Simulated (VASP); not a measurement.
A run of VASP 6.6.1:

Contents of INCAR:

```
PREC = Accurate ; ENCUT = 520
EDIFF = 1E-7 ; ISMEAR = 0
SIGMA = 0.05 ; LREAL = Auto
LASPH = True ; NELM = 100
ALGO = Normal ; ISIF = 2
LWAVE = False ; LCHARG = False
GGA = PE ; IVDW = 12
NBANDS = 52
```

Contents of KPOINTS:

```
Automatic mesh
0
Gamma
  2 2 2
```

File POSCAR:

```
TiSi16
1.0
    0.0000000000      5.4300000000      5.4300000000
    5.4300000000      0.0000000000      5.4300000000
    5.4300000000      5.4300000000      0.0000000000
Si Ti
16 1
Direct
    0.0086988029     -0.0256339779      0.0078238490
    0.1212914365      0.1130612339      0.1199693370
   -0.0146013812      0.0027715470      0.5050577348
    0.1211690608      0.1123791897      0.6446443831
   -0.0020601289      0.4924735727     -0.0012037753
    0.1289630755      0.6122787293      0.1303860958
   -0.0017814917      0.4916242173      0.5122890424
    0.1209232044      0.6287414365      0.6255662983
    0.5064833333      0.0025264273     -0.0159236648
    0.6454454880      0.1129419890      0.1198235727
    0.5062967772      0.0028299263      0.5050360037
    0.6159737569      0.1530518416      0.6145645488
    0.5111860958      0.4922639963     -0.0011225599
    0.6247948435      0.6284974217      0.1221372007
    0.4916522099      0.5242444751      0.4928824125
    0.6250887661      0.6287401473      0.6256611418
    0.2579036832      0.2268462247      0.2569793738
```

Potentials or basis: VASP PAW PBE potentials, release 64 (Si, Ti_sv).

Run with:

```sh
$ cat potpaw_PBE.64/Si/POTCAR potpaw_PBE.64/Ti_sv/POTCAR > POTCAR
$ mpirun -np 1 vasp_std > vasp.out
```

Hardware: 1 thread of Intel(R) Xeon(R) Platinum 8488C (Sapphire Rapids) (shared host).

Question: Estimate the wall time of this run.

Answer: It took 3.9 min on 1 thread of Intel(R) Xeon(R) Platinum 8488C (Sapphire Rapids) (shared host), peak memory 0.49 GiB. Counts: scf iterations 16, k points 8.
